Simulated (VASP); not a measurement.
# CaO (Fm-3m) in VASP: vibrations by perturbation theory with PBE

Aim: the vibrations by perturbation theory of CaO with PBE.

Program: VASP 6.6.1. These are calculated values, not measurements. Logs are shortened: lines on timing, memory, paths and dates and some standing lists are left out, and cuts for length are marked.

### 1 The cell of the first run

Symmetry: Fm-3m, No. 225, cubic system. The conventional cell has a = 4.831 Å, b = 4.831 Å, c = 4.831 Å, α = 90.00°, β = 90.00°, γ = 90.00°. Within 3.2 Å of Ca (site symmetry m-3m) lie 6 O at 2.42 Å. Within 3.2 Å of O (site symmetry m-3m) lie 6 Ca at 2.42 Å.

### 2 Vibrations by perturbation theory, PBE

INCAR reads:

```
ALGO = Normal
EDIFF = 1E-8
ENCUT = 520
GGA = PE
IBRION = 8
ISIF = 2
ISMEAR = 0
LASPH = True
LCHARG = False
LEPSILON = True
LREAL = False
LWAVE = False
NELM = 60
NSW = 1
PREC = Accurate
SIGMA = 0.01
```

KPOINTS reads:

```
k-points
0
Gamma
  8 8 8
```

POSCAR reads:

```
CaO
1.0
    0.0000000000      2.4153924874      2.4153924874
    2.4153924874      0.0000000000      2.4153924874
    2.4153924874      2.4153924874      0.0000000000
Ca O
1 1
Direct
    0.5000000000      0.5000000000      0.5000000000
    0.0000000000      0.0000000000      0.0000000000
```

Potentials or basis: VASP PAW PBE potentials, release 64 (Ca_sv, O).

Launch:

```console
$ cat potpaw_PBE.64/Ca_sv/POTCAR potpaw_PBE.64/O/POTCAR > POTCAR
$ mpirun -np 1 vasp_std > vasp.out
```

OUTCAR:

```text
EDIFF = 1E-8
   ENCUT = 520
   GGA = PE
   IBRION = 8
   ISIF = 2
   ISMEAR = 0
   LASPH = True
   LEPSILON = True
   LREAL = False
   NELM = 60
   NSW = 1
   PREC = Accurate

 ion  position               nearest neighbor table
   1  0.500  0.500  0.500-   2 2.42   2 2.42   2 2.42   2 2.42   2 2.42   2 2.42
   2  0.000  0.000  0.000-   1 2.42   1 2.42   1 2.42   1 2.42   1 2.42   1 2.42

  LATTYP: Found a face centered cubic cell.
 ALAT       =     4.8307849748

  Lattice vectors:

 A1 = (   0.0000000000,   2.4153924874,   2.4153924874)
 A2 = (   2.4153924874,   0.0000000000,   2.4153924874)
 A3 = (   2.4153924874,   2.4153924874,   0.0000000000)

Analysis of symmetry for initial positions (statically):
=====================================================================
 Subroutine PRICEL returns:
 Original cell was already a primitive cell.

 Routine SETGRP: Setting up the symmetry group for a
 face centered cubic supercell.

 Subroutine GETGRP returns: Found 48 space group operations
 (whereof 48 operations were pure point group operations)
 out of a pool of 48 trial point group operations.

The static configuration has the point symmetry O_h .

Analysis of symmetry for dynamics (positions and initial velocities):
=====================================================================
 Subroutine PRICEL returns:
 Original cell was already a primitive cell.

 Routine SETGRP: Setting up the symmetry group for a
 face centered cubic supercell.

 Subroutine GETGRP returns: Found 48 space group operations
 (whereof 48 operations were pure point group operations)
 out of a pool of 48 trial point group operations.

The dynamic configuration has the point symmetry O_h .

 Subroutine INISYM returns: Found 48 space group operations
 (whereof 48 operations are pure point group operations),
 and found     1 'primitive' translations

----------------------------------------------------------------------------------------

                                     Primitive cell

  volume of cell :      28.1834

  direct lattice vectors                    reciprocal lattice vectors
     0.000000000  2.415392487  2.415392487    -0.207005695  0.207005695  0.207005695
     2.415392487  0.000000000  2.415392487     0.207005695 -0.207005695  0.207005695
     2.415392487  2.415392487  0.000000000     0.207005695  0.207005695 -0.207005695

  length of vectors
     3.415880814  3.415880814  3.415880814     0.358544381  0.358544381  0.358544381

  position of ions in fractional coordinates (direct lattice)
     0.500000000  0.500000000  0.500000000
     0.000000000  0.000000000  0.000000000

  ion indices of the primitive-cell ions
   primitive index   ion index
                 1           1
                 2           2

----------------------------------------------------------------------------------------

 KPOINTS: k-points

Automatic generation of k-mesh.
 Grid dimensions read from file:
 generate k-points for:    8    8    8

 Generating k-lattice:

  Cartesian coordinates                     Fractional coordinates (reciprocal lattice)
    -0.025875712  0.025875712  0.025875712     0.125000000  0.000000000  0.000000000
     0.025875712 -0.025875712  0.025875712     0.000000000  0.125000000  0.000000000
[... 509 lines left out ...]
  ---------------------------------------------------
  free energy    TOTEN  =        -0.23836416 eV

  energy without entropy =       -0.23836416

------------------------ aborting loop because EDIFF is reached ----------------------------------------

--------------------------------------- Ionic step        2  -------------------------------------------

------------------------ aborting loop because EDIFF is reached ----------------------------------------

--------------------------------------- Ionic step        3  -------------------------------------------

------------------------ aborting loop because EDIFF is reached ----------------------------------------

 PIEZOELECTRIC TENSOR FIELD DIRECTION 3  (e Angst)
 -----------------------------------------------------------------------------
     0.00001  0.00000  0.00000           ( -0.00001  0.00000  0.00000)
     0.00000  0.00001 -0.00000           (  0.00000 -0.00001 -0.00000)
     0.00000 -0.00000 -0.00072           (  0.00000 -0.00000 -0.00000)

 PIEZOELECTRIC TENSOR FIELD DIRECTION 3  (C/m^2)
 -----------------------------------------------------------------------------
     0.00000  0.00000  0.00000
     0.00000  0.00000 -0.00000
     0.00000 -0.00000 -0.00041

--------------------------------------- Ionic step        4  -------------------------------------------

------------------------ aborting loop because EDIFF is reached ----------------------------------------

[... ionic steps 5 to 6 ...]

--------------------------------------- Ionic step        7  -------------------------------------------

 Free energy of the ion-electron system (eV)
  ---------------------------------------------------
  ---------------------------------------------------
  free energy    TOTEN  =        -0.36445804 eV

  energy without entropy =       -0.36445804

------------------------ aborting loop because EDIFF is reached ----------------------------------------

 INTERNAL STRAIN TENSOR  FOR ION    2  DIRECTION 1   (eV/Angst):
 -----------------------------------------------------------------------------
     0.01774  0.00000  0.00000
     0.00000 -0.01016  0.00000
     0.00000  0.00000 -0.01016

 MACROSCOPIC STATIC DIELECTRIC TENSOR (including local field effects in DFT)
 ------------------------------------------------------
           3.785410     0.000000    -0.000000
          -0.000000     3.785410    -0.000000
          -0.000000     0.000000     3.785410
 ------------------------------------------------------

 PIEZOELECTRIC TENSOR (including local field effects)  for field in x, y, z        (e  Angst)
          XX          YY          ZZ          XY          YZ          ZX
  --------------------------------------------------------------------------------
  x     0.00000     0.00000     0.00000     0.00000     0.00000     0.00000
  y     0.00000     0.00000     0.00000     0.00000     0.00000     0.00000
  z     0.00000     0.00000     0.00000     0.00000     0.00000     0.00000

 PIEZOELECTRIC TENSOR (including local field effects)  for field in x, y, z        (C/m^2)
          XX          YY          ZZ          XY          YZ          ZX
  --------------------------------------------------------------------------------
  x     0.00000     0.00000     0.00000     0.00000     0.00000     0.00000
  y     0.00000     0.00000     0.00000     0.00000     0.00000     0.00000
  z     0.00000     0.00000     0.00000     0.00000     0.00000     0.00000

 BORN EFFECTIVE CHARGES (including local field effects) (in |e|, cummulative output)
 ---------------------------------------------------------------------------------
 ion    1
    1     2.35215    -0.00000     0.00000
    2     0.00000     2.35215     0.00000
    3     0.00000     0.00000     2.35215
 ion    2
    1    -2.35215     0.00000     0.00000
    2    -0.00000    -2.35215     0.00000
    3     0.00000     0.00000    -2.35215

 INTERNAL STRAIN TENSOR FOR ION    2 for displacements in x,y,z  (eV/Angst):
          X           Y           Z          XY          YZ          ZX
  --------------------------------------------------------------------------------
  x     0.00000     0.00000     0.00000     0.00000     0.00000     0.00000
  y     0.00000     0.00000     0.00000     0.00000     0.00000     0.00000
  z     0.00000     0.00000     0.00000     0.00000     0.00000     0.00000

 SECOND DERIVATIVES (NOT SYMMETRIZED)
 ------------------------------------
               1X          1Y          1Z          2X          2Y          2Z
  1X    -2.904048    0.000000    0.000000    2.904048    0.000000    0.000000
  1Y     0.000000   -2.904048    0.000000    0.000000    2.904048    0.000000
  1Z     0.000000    0.000000   -2.904048    0.000000    0.000000    2.904048
  2X     2.879114    0.000000    0.000000   -2.879114    0.000000    0.000000
  2Y     0.000000    2.879114    0.000000    0.000000   -2.879114    0.000000
  2Z     0.000000    0.000000    2.879114    0.000000    0.000000   -2.879114

 Eigenvectors and eigenvalues of the dynamical matrix
 ----------------------------------------------------

   1 f  =    7.854167 THz    49.349185 2PiTHz  261.986799 cm-1    32.482209 meV
             X         Y         Z           dx          dy          dz
      2.415392  2.415392  2.415392     0.000000    0.535799   -0.000000
      0.000000  0.000000  0.000000     0.000000   -0.844346   -0.000000
[... 21 lines left out ...]
   6 f/i=    0.015320 THz     0.096259 2PiTHz    0.511022 cm-1     0.063359 meV
             X         Y         Z           dx          dy          dz
      2.415392  2.415392  2.415392    -0.383705   -0.729113    0.184621
      0.000000  0.000000  0.000000    -0.243488   -0.462675    0.117155

--------------------------------------------------------------------------------------------------------

 MACROSCOPIC STATIC DIELECTRIC TENSOR IONIC CONTRIBUTION
 ------------------------------------------------------
          12.284635    -0.000000     0.000000
          -0.000000    12.284635     0.000000
           0.000000     0.000000    12.284635
 ------------------------------------------------------

 ELASTIC MODULI CONTR FROM IONIC RELAXATION (kBar)
 Direction    XX          YY          ZZ          XY          YZ          ZX
 --------------------------------------------------------------------------------
 XX           0.0000      0.0000      0.0000      0.0000      0.0000      0.0000
 YY           0.0000      0.0000      0.0000      0.0000      0.0000      0.0000
 ZZ           0.0000      0.0000      0.0000      0.0000      0.0000      0.0000
 XY           0.0000      0.0000      0.0000      0.0000      0.0000      0.0000
 YZ           0.0000      0.0000      0.0000      0.0000      0.0000      0.0000
 ZX           0.0000      0.0000      0.0000      0.0000      0.0000      0.0000
 --------------------------------------------------------------------------------

 PIEZOELECTRIC TENSOR IONIC CONTR  for field in x, y, z        (C/m^2)
          XX          YY          ZZ          XY          YZ          ZX
  --------------------------------------------------------------------------------
  x     0.00000     0.00000     0.00000     0.00000     0.00000     0.00000
  y     0.00000     0.00000     0.00000     0.00000     0.00000     0.00000
  z     0.00000     0.00000     0.00000     0.00000     0.00000     0.00000
```

Wall time 4 min (1 thread of Intel Xeon Platinum 8559C (Emerald Rapids), shared host); peak memory 0.21 GiB.

What came out:

```yaml
Electronic_dielectric_tensor_diagonal: 3.79
Born_charges_mean_of_the_diagonal: Ca +2.35; O -2.35 e
Highest_phonon_frequency_at_Γ_LO-TO_splitting_left_out: 262 cm⁻¹
```

Phonon frequencies in cm⁻¹ (negative: imaginary):
| q point | frequencies |
| --- | --- |
| (0.000, 0.000, 0.000) | -1 -1 -1 262 262 262 |

Electronic dielectric tensor:
```
3.79 0.00 0.00
0.00 3.79 0.00
0.00 0.00 3.79
```

Born effective charge tensors (e):
atom 1, Ca
```
2.35 0.00 0.00
0.00 2.35 0.00
0.00 0.00 2.35
```
atom 2, O
```
-2.35  0.00  0.00
 0.00 -2.35  0.00
 0.00  0.00 -2.35
```
